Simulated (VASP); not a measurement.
# CuSi16 (a cell with a defect) in VASP: further runs

Runs on CuSi16 (a cell with a defect). Level: PBE. Tasks: single point.

All numbers are computed with VASP 6.6.1; they aren't measurements. Logs are shortened: lines on timing, memory, paths and dates and some standing lists are left out, and cuts for length are marked.

### Step 1. The cell of the first run

The cell holds a defect, 17 atoms: a = 7.679 Å, b = 7.679 Å, c = 7.679 Å, α = 60.00°, β = 60.00°, γ = 60.00°.

### Step 2. Single point, PBE

Contents of INCAR:

```
SYSTEM = CuSi16
PREC     = Accurate       ! precision mode
ENCUT    = 520            ! plane-wave cutoff, eV
EDIFF    = 1E-6           ! SCF threshold, eV
ISMEAR   = 0              ! smearing method
SIGMA    = 0.05           ! smearing width, eV
LREAL    = Auto         
LASPH    = .TRUE.         ! aspherical terms in the spheres
NELM     = 60             ! most SCF steps
ALGO     = Normal         ! electronic algorithm
ISIF     = 2              ! what is computed and relaxed
LWAVE    = .FALSE.        ! write WAVECAR
LCHARG   = .FALSE.        ! write CHGCAR
GGA      = PE             ! functional
NELECT   = 74.0         
NBANDS   = 52             ! bands
```

Contents of KPOINTS:

```
regular mesh
0
G
  2 2 2
  0 0 0
```

Contents of POSCAR:

```
CuSi16
1.0
    0.0000000000      5.4300000000      5.4300000000
    5.4300000000      0.0000000000      5.4300000000
    5.4300000000      5.4300000000      0.0000000000
Si Cu
16 1
Direct
    0.0312572744     -0.0109335175     -0.0101926335
    0.1282952118      0.1275841621      0.1277198895
   -0.0125183241      0.0116433702      0.5002697053
    0.1271603131      0.1286597606      0.6167074586
   -0.0125420810      0.4999573665      0.0114906998
    0.1267387661      0.6160991713      0.1292393186
   -0.0138869245      0.5009650092      0.5017607735
    0.0840509208      0.6390844383      0.6388687845
    0.4998139963      0.0096313076      0.0105128913
    0.6591962247      0.1158910681      0.1156402394
    0.4985369245      0.0062997238      0.4848581031
    0.6161258748      0.1437054328      0.6226325046
    0.4982732044      0.4850503683      0.0068715470
    0.6160739411      0.6223536832      0.1442142726
    0.4556744015      0.5127202578      0.5135502762
    0.6147709024      0.6188784530      0.6188394107
    0.5572961326      0.8143421731      0.8143117864
```

Potentials or basis: VASP PAW PBE potentials, release 64 (Si, Cu).

Command:

```
cat potpaw_PBE.64/Si/POTCAR potpaw_PBE.64/Cu/POTCAR > POTCAR
mpirun -np 1 vasp_std > vasp.out
```

OUTCAR:

```text
SYSTEM = CuSi16
   PREC = Accurate
   ENCUT = 520
   EDIFF = 1E-6
   ISMEAR = 0
   LREAL = Auto
   LASPH = .TRUE.
   NELM = 60
   ISIF = 2
   GGA = PE
   NELECT = 74.0

 ion  position               nearest neighbor table
   1  0.031  0.989  0.990-  10 2.33   6 2.35   4 2.35   2 2.35
   2  0.128  0.128  0.128-   9 2.33   5 2.34   3 2.34   1 2.35
   3  0.987  0.012  0.500-  12 2.33   2 2.34   4 2.34   8 2.34
   4  0.127  0.129  0.617-  11 2.33   7 2.34   3 2.34   1 2.35
   5  0.987  0.500  0.011-  14 2.33   2 2.34   6 2.34   8 2.34
   6  0.127  0.616  0.129-  13 2.33   7 2.34   5 2.34   1 2.35
   7  0.986  0.501  0.502-  16 2.33   4 2.34   6 2.34   8 2.35
   8  0.084  0.639  0.639-  15 2.33   3 2.34   5 2.34   7 2.35
   9  0.500  0.010  0.011-   2 2.33  10 2.34  17 2.38  14 2.43  12 2.43
  10  0.659  0.116  0.116-  13 2.33  11 2.33   1 2.33   9 2.34
  11  0.499  0.006  0.485-  10 2.33   4 2.33  17 2.35  16 2.43  12 2.46
  12  0.616  0.144  0.623-  15 2.33   3 2.33  17 2.35   9 2.43  11 2.46
  13  0.498  0.485  0.007-  10 2.33   6 2.33  17 2.35  16 2.43  14 2.46
  14  0.616  0.622  0.144-  15 2.33   5 2.33  17 2.35   9 2.43  13 2.46
  15  0.456  0.513  0.514-  12 2.33  14 2.33   8 2.33  16 2.34
  16  0.615  0.619  0.619-   7 2.33  15 2.34  17 2.37  11 2.43  13 2.43
  17  0.557  0.814  0.814-  12 2.35  13 2.35  11 2.35  14 2.35  16 2.37   9 2.38

  LATTYP: Found a face centered cubic cell.
 ALAT       =    10.8600000000

  Lattice vectors:

 A1 = (   0.0000000000,   5.4300000000,   5.4300000000)
 A2 = (   5.4300000000,   0.0000000000,   5.4300000000)
 A3 = (   5.4300000000,   5.4300000000,   0.0000000000)

Analysis of symmetry for initial positions (statically):
[... 5 lines left out ...]
 face centered cubic supercell.

 Subroutine GETGRP returns: Found  1 space group operations
 (whereof  1 operations were pure point group operations)
 out of a pool of 48 trial point group operations.

The static configuration has the point symmetry C_1 .

Analysis of symmetry for dynamics (positions and initial velocities):
[... 5 lines left out ...]
 face centered cubic supercell.

 Subroutine GETGRP returns: Found  1 space group operations
 (whereof  1 operations were pure point group operations)
 out of a pool of 48 trial point group operations.

The dynamic configuration has the point symmetry C_1 .

 Subroutine INISYM returns: Found  1 space group operations
 (whereof  1 operations are pure point group operations),
 and found     1 'primitive' translations

----------------------------------------------------------------------------------------

                                     Primitive cell

  volume of cell :     320.2060

  direct lattice vectors                    reciprocal lattice vectors
     0.000000000  5.430000000  5.430000000    -0.092081031  0.092081031  0.092081031
     5.430000000  0.000000000  5.430000000     0.092081031 -0.092081031  0.092081031
     5.430000000  5.430000000  0.000000000     0.092081031  0.092081031 -0.092081031

  length of vectors
     7.679179644  7.679179644  7.679179644     0.159489025  0.159489025  0.159489025

  position of ions in fractional coordinates (direct lattice)
     0.031257274  0.989066483  0.989807367
     0.128295212  0.127584162  0.127719889
     0.987481676  0.011643370  0.500269705
     0.127160313  0.128659761  0.616707459
     0.987457919  0.499957366  0.011490700
     0.126738766  0.616099171  0.129239319
[... 9 lines left out ...]
     0.614770902  0.618878453  0.618839411
     0.557296133  0.814342173  0.814311786

  ion indices of the primitive-cell ions
   primitive index   ion index
                 1           1
                 2           2
                 3           3
                 4           4
                 5           5
                 6           6
[... 9 lines left out ...]
                16          16
                17          17

----------------------------------------------------------------------------------------

 KPOINTS: regular mesh

Automatic generation of k-mesh.
 Grid dimensions read from file:
 generate k-points for:    2    2    2

 Generating k-lattice:

  Cartesian coordinates                     Fractional coordinates (reciprocal lattice)
    -0.046040516  0.046040516  0.046040516     0.500000000  0.000000000  0.000000000
     0.046040516 -0.046040516  0.046040516     0.000000000  0.500000000  0.000000000
     0.046040516  0.046040516 -0.046040516     0.000000000  0.000000000  0.500000000

  Length of vectors
     0.079744512  0.079744512  0.079744512

  Shift w.r.t. Gamma in fractional coordinates (k-lattice)
     0.000000000  0.000000000  0.000000000

 Subroutine IBZKPT returns following result:
 ===========================================

 Found      8 irreducible k-points:

 Following reciprocal coordinates:
            Coordinates               Weight
  0.000000  0.000000  0.000000      1.000000
  0.500000  0.000000  0.000000      1.000000
  0.000000  0.500000  0.000000      1.000000
  0.000000  0.000000  0.500000      1.000000
  0.500000  0.500000  0.500000      1.000000
  0.500000  0.500000  0.000000      1.000000
  0.000000  0.500000  0.500000      1.000000
  0.500000  0.000000  0.500000      1.000000
   k-points           NKPTS =      8   k-points in BZ     NKDIM =      8   number of bands    NBANDS=     52
   number of dos      NEDOS =    301   number of ions     NIONS =     17
   total plane-waves  NPLWV = 216000
   dimension x,y,z NGX =    60 NGY =   60 NGZ =   60
   dimension x,y,z NGXF=   120 NGYF=  120 NGZF=  120
   ions per type =              16   1
   NGX,Y,Z   is equivalent  to a cutoff of  12.99, 12.99, 12.99 a.u.
   NGXF,Y,Z  is equivalent  to a cutoff of  25.98, 25.98, 25.98 a.u.
 SYSTEM =  CuSi16
   PREC   = accura    normal or accurate (medium, high low for compatibility)
   ISTART =      0    job   : 0-new  1-cont  2-samecut
   ICHARG =      2    charge: 1-file 2-atom 10-const
   ISPIN  =      1    spin polarized calculation?
   LNONCOLLINEAR =      F non collinear calculations
   LSORBIT =      F    spin-orbit coupling
   LASPH  =      T    aspherical Exc in radial PAW
   ENCUT  =  520.0 eV  38.22 Ry    6.18 a.u.  14.28 14.28 14.28*2*pi/ulx,y,z
   NELM   =     60;   NELMIN=  2; NELMDL= -5     # of ELM steps
   EDIFF  = 0.1E-05   stopping-criterion for ELM
   LREAL  =      T    real-space projection
   EDIFFG = 0.1E-04   stopping-criterion for IOM
   NSW    =      0    number of steps for IOM
   IBRION =     -1    ionic relax: 0-MD 1-quasi-New 2-CG
   NFREE  =      0    steps in history (QN), initial steepest desc. (CG)
   ISIF   =      2    stress and relaxation
   ISYM   =      2    0-nonsym 1-usesym 2-fastsym
   POTIM  = 0.5000    time-step for ionic-motion
   TEBEG  =    0.0;   TEEND  =   0.0 temperature during run
   PSTRESS=    0.0 pullay stress
   NELECT =      74.0000    total number of electrons
   NUPDOWN=      -1.0000    fix difference up-down
   EMIN   =  10.00;   EMAX   =-10.00  energy-range for DOS
   EFERMI =   0.00;   METHOD = LEGACY
   ISMEAR =     0;   SIGMA  =   0.05  broadening in eV -4-tet -1-fermi 0-gaus
   EFERMI_NEDOS =   21; number of points for ismear=-14 and -15
   IALGO  =     38    algorithm
   IMIX   =      4    mixing-type and parameters
     AMIX     =   0.40;   BMIX     =  1.00
     AMIX_MAG =   1.60;   BMIX_MAG =  1.00
  volume/ion in A,a.u.               =      18.84       127.11
  Fermi-wavevector in a.u.,A,eV,Ry     =   1.004636  1.898488 13.732283  1.009294
  Thomas-Fermi vector in A             =   2.137265
   LORBIT       =      0    0 simple, 1 ext, 2 COOP (PROOUT), +10 PAW based schemes
   GGA     = PE    functional components
   LHFCALC =     F    Hartree Fock is set to
   AEXX    =    0.0000 exact exchange contribution
   IVDW    =     0    specifies the selected vdW correction
   LEPSILON=     F    determine dielectric tensor
   LRPA    =     F    only Hartree local field effects (RPA)
 non-spin polarized calculation
 Gauss-broadening in eV      SIGMA  =   0.05
  energy-cutoff  :      520.00
  volume of cell :      320.21
 maximum number of plane-waves:      8646
 NGX is ok and might be reduce to    60
   NGX = 29   NGY = 29   NGZ = 29

 number of electron      74.0000003 magnetization

 Free energy of the ion-electron system (eV)
  ---------------------------------------------------
  ext. energy  EPLUGINS =         0.00000000
  ---------------------------------------------------
  free energy    TOTEN  =       -94.16495056 eV

  energy without entropy =      -94.15773551  energy(sigma->0) =      -94.16134303

 E-fermi :   6.3935     XC(G=0):  -9.6175

 val. band max:        6.3827860168   @ k =   0.0000   0.0000   0.0000
 cond. band min:       6.4023867084   @ k =   0.0000   0.0000   0.0000
 fundamental gap:      0.0196006915
 Fermi energy:         6.3934797889

 k-point     1 :       0.0000    0.0000    0.0000
  band No.  band energies     occupation
      1      -5.8994      2.00000
      2      -3.5528      2.00000
      3      -3.5056      2.00000
      4      -3.4860      2.00000
      5      -3.4805      2.00000
      6      -1.9461      2.00000
[... 41 lines left out ...]
     48       8.4300      0.00000
     49       8.4844      0.00000

 k-point     2 :       0.5000    0.0000    0.0000
  band No.  band energies     occupation
      1      -5.2786      2.00000
      2      -4.8904      2.00000
      3      -3.2084      2.00000
      4      -3.1781      2.00000
      5      -3.1711      2.00000
      6      -3.1263      2.00000
[... 41 lines left out ...]
     48       9.6931      0.00000
     49       9.8583      0.00000

 k-point     3 :       0.0000    0.5000    0.0000
  band No.  band energies     occupation
      1      -5.1787      2.00000
      2      -4.9945      2.00000
      3      -3.3232      2.00000
      4      -3.2309      2.00000
      5      -3.1126      2.00000
      6      -3.1036      2.00000
[... 249 lines left out ...]
     48      10.4206      0.00000
     49      10.4456      0.00000

 k-point     8 :       0.5000    0.0000    0.5000
  band No.  band energies     occupation
      1      -4.9342      2.00000
      2      -4.7142      2.00000
      3      -3.9123      2.00000
      4      -3.7723      2.00000
      5      -3.7491      2.00000
      6      -3.7438      2.00000
[... 41 lines left out ...]
     48      10.4222      0.00000
     49      10.4495      0.00000
 [bands above 49 left out]

------------------------ aborting loop because EDIFF is reached ----------------------------------------

  FORCE on cell =-STRESS in cart. coord.  units (eV):
  Direction    XX          YY          ZZ          XY          YZ          ZX
  --------------------------------------------------------------------------------------
  -------------------------------------------------------------------------------------
  Total       -1.4340070     -1.1854013     -1.1631165     -0.6299660      0.0406285     -0.5174065
  in kB       -7.1751728     -5.9312538     -5.8197497     -3.1520872      0.2032878     -2.5888865
  external PRESSURE =      -6.3087254 kB  Pullay stress =       0.0000000 kB

 VOLUME and BASIS-vectors are now :
 -----------------------------------------------------------------------------
  energy-cutoff  :      520.00
  volume of cell :      320.21
      direct lattice vectors                 reciprocal lattice vectors
     0.000000000  5.430000000  5.430000000    -0.092081031  0.092081031  0.092081031
     5.430000000  0.000000000  5.430000000     0.092081031 -0.092081031  0.092081031
     5.430000000  5.430000000  0.000000000     0.092081031  0.092081031 -0.092081031

 POSITION                                       TOTAL-FORCE (eV/Angst)
 -----------------------------------------------------------------------------------
     10.74529      5.54438      5.54036        -0.005636      0.009766      0.000618
      1.38630      1.39016      1.38943        -0.014081     -0.002881      0.010313
      2.77969      8.07849      5.42525         0.013189     -0.013820      0.024234
      4.04734      4.03920      1.38910         0.005242      0.010061      0.003892
      2.77716      5.42429      8.07667         0.014275      0.024339     -0.022609
      4.04719      1.38996      4.03361        -0.004108      0.000776      0.014248
[... 9 lines left out ...]
      6.72081      6.69850      6.69872         0.023473      0.019820      0.038960
      8.84359      7.44783      7.44800         0.009091      0.013657      0.003699
 -----------------------------------------------------------------------------------
    total drift:                               -0.000565      0.004748      0.003145

  FREE ENERGIE OF THE ION-ELECTRON SYSTEM (eV)
  ---------------------------------------------------
  free  energy   TOTEN  =       -94.1649505557 eV

  energy  without entropy=      -94.1577355062  energy(sigma->0) =      -94.16134303
```

Run time: 2.6 min. Hardware: 1 thread of Intel Xeon 6975P-C (Granite Rapids), shared host; peak memory 0.49 GiB.

Results:

```
Free energy   : -94.1650 eV
Largest force : 0.051 eV/Å
```

Forces on the atoms (eV/Å):
```
Si  -0.006  0.010  0.001
Si  -0.014 -0.003  0.010
Si   0.013 -0.014  0.024
Si   0.005  0.010  0.004
Si   0.014  0.024 -0.023
Si  -0.004  0.001  0.014
Si  -0.010 -0.008 -0.014
Si   0.011 -0.019 -0.015
Si  -0.002 -0.018 -0.038
Si  -0.014 -0.013  0.007
Si   0.018  0.002 -0.020
Si  -0.038  0.017 -0.029
Si   0.023 -0.014 -0.003
Si  -0.024 -0.021  0.031
Si  -0.006  0.012  0.008
Si   0.023  0.020  0.039
Cu   0.009  0.014  0.004
```

Levels at points of the mesh, in eV from the Fermi level:
```csv
k point,band 34,band 35,band 36,band 37,band 38,band 39,band 40,band 41
"(0.00, 0.00, 0.00)",-1.11,-0.50,-0.07,-0.01,0.01,0.12,0.57,0.59
"(0.50, 0.00, 0.00)",-0.90,-0.90,-0.56,-0.46,0.59,1.00,1.46,1.48
"(0.00, 0.50, 0.00)",-1.07,-0.97,-0.90,-0.70,0.71,1.04,1.11,1.31
"(0.00, 0.00, 0.50)",-1.07,-0.97,-0.90,-0.70,0.71,1.04,1.11,1.31
"(0.50, 0.50, 0.50)",-1.06,-0.99,-0.90,-0.73,0.69,1.03,1.10,1.29
"(0.50, 0.50, 0.00)",-1.66,-1.47,-1.45,-1.13,0.75,0.82,1.89,2.09
"(0.00, 0.50, 0.50)",-1.66,-1.46,-1.44,-1.17,0.74,0.84,1.90,2.09
"(0.50, 0.00, 0.50)",-1.66,-1.47,-1.45,-1.13,0.75,0.82,1.89,2.09
```

Caveat: the k points lie up to 0.50 Å⁻¹ apart; the cell carries a net charge on a neutralising background, which shifts energy and pressure; the cell is charged against a uniform background, so pressure and absolute levels hang on convention.

### Step 3. Single point, PBE

Contents of INCAR:

```
PREC = Accurate
ENCUT = 520
EDIFF = 1E-6
ISMEAR = 0
SIGMA = 0.05
LREAL = Auto
LASPH = True
NELM = 60
ALGO = Normal
ISIF = 2
LWAVE = False
LCHARG = False
GGA = PE
NBANDS = 52
NELECT = 74.0
```

Contents of KPOINTS:

```
Automatic mesh
0
Gamma
  2 2 2
```

Contents of POSCAR:

```
CuSi16
1.0
    0.0000000000      5.4300000000      5.4300000000
    5.4300000000      0.0000000000      5.4300000000
    5.4300000000      5.4300000000      0.0000000000
Si Cu
16 1
Direct
    0.0382082873     -0.0135228361     -0.0120410681
    0.1344548803      0.1261534070      0.1256064457
   -0.0076699816      0.0105285451      0.4985248619
    0.1328339779      0.1273170350      0.6144986188
   -0.0073616943      0.4978561694      0.0099318600
    0.1320201657      0.6139024862      0.1277214549
   -0.0105000000      0.4990659300      0.5006524862
    0.0865351750      0.6383486188      0.6373609576
    0.5057663904      0.0067415285      0.0099400552
    0.6659243094      0.1151003683      0.1124930018
    0.5041573665      0.0042831492      0.4821212707
    0.6206801105      0.1414900552      0.6209848987
    0.5035950276      0.4836265193      0.0054937385
    0.6211980663      0.6212113260      0.1429964088
    0.4584169429      0.5103769797      0.5129414365
    0.6178684162      0.6186818600      0.6162868324
    0.5719527624      0.8091883057      0.8094991713
```

Potentials or basis: VASP PAW PBE potentials, release 64 (Si, Cu).

Command:

```
cat potpaw_PBE.64/Si/POTCAR potpaw_PBE.64/Cu/POTCAR > POTCAR
mpirun -np 1 vasp_std > vasp.out
```

Run time: 8.4 min. Hardware: 1 thread of Intel Xeon Platinum 8175M at 2.50GHz (Skylake/Cascade Lake), shared host; peak memory 0.5 GiB.

Results (log left out):

```yaml
Free_energy: -94.1674 eV
Largest_force: 0.054 eV/Å
```

Forces in eV/Å, atoms in the order of the input:
```
Si   0.009 -0.005 -0.024
Si   0.000 -0.016 -0.007
Si   0.005  0.008  0.009
Si   0.013  0.013 -0.004
Si  -0.009 -0.006  0.007
Si   0.003 -0.006 -0.008
Si  -0.005  0.017  0.000
Si   0.007 -0.003  0.020
Si  -0.005  0.015 -0.025
Si  -0.004 -0.039 -0.002
Si  -0.007 -0.016 -0.012
Si  -0.006 -0.025 -0.009
Si   0.029 -0.010  0.005
Si   0.020  0.014 -0.011
Si  -0.025  0.040  0.005
Si   0.007 -0.012  0.024
Cu  -0.030  0.031  0.032
```

Levels at points of the mesh, in eV from the Fermi level:
| k point | band 33 | band 34 | band 35 | band 36 | band 37 | band 38 | band 39 | band 40 | band 41 | band 42 |
| --- | --- | --- | --- | --- | --- | --- | --- | --- | --- | --- |
| (0.00, 0.00, 0.00) | -1.16 | -1.11 | -0.52 | -0.10 | -0.03 | 0.03 | 0.13 | 0.56 | 0.59 | 0.77 |
| (0.50, 0.00, 0.00) | -2.15 | -0.92 | -0.91 | -0.58 | -0.45 | 0.59 | 0.96 | 1.45 | 1.47 | 1.58 |
| (0.00, 0.50, 0.00) | -1.99 | -1.09 | -0.97 | -0.91 | -0.70 | 0.69 | 1.04 | 1.11 | 1.31 | 1.42 |
| (0.00, 0.00, 0.50) | -1.99 | -1.09 | -0.98 | -0.91 | -0.72 | 0.69 | 1.03 | 1.10 | 1.29 | 1.41 |
| (0.50, 0.50, 0.50) | -1.98 | -1.07 | -1.00 | -0.91 | -0.74 | 0.67 | 1.02 | 1.10 | 1.29 | 1.40 |
| (0.50, 0.50, 0.00) | -1.82 | -1.67 | -1.48 | -1.46 | -1.12 | 0.74 | 0.82 | 1.87 | 2.08 | 2.22 |
| (0.00, 0.50, 0.50) | -1.79 | -1.67 | -1.47 | -1.44 | -1.17 | 0.73 | 0.84 | 1.88 | 2.07 | 2.22 |
| (0.50, 0.00, 0.50) | -1.80 | -1.66 | -1.47 | -1.45 | -1.15 | 0.74 | 0.82 | 1.87 | 2.07 | 2.22 |

Caveat: the k points lie up to 0.50 Å⁻¹ apart; the cell carries a net charge on a neutralising background, which shifts energy and pressure; the cell is charged against a uniform background, so pressure and absolute levels hang on convention.
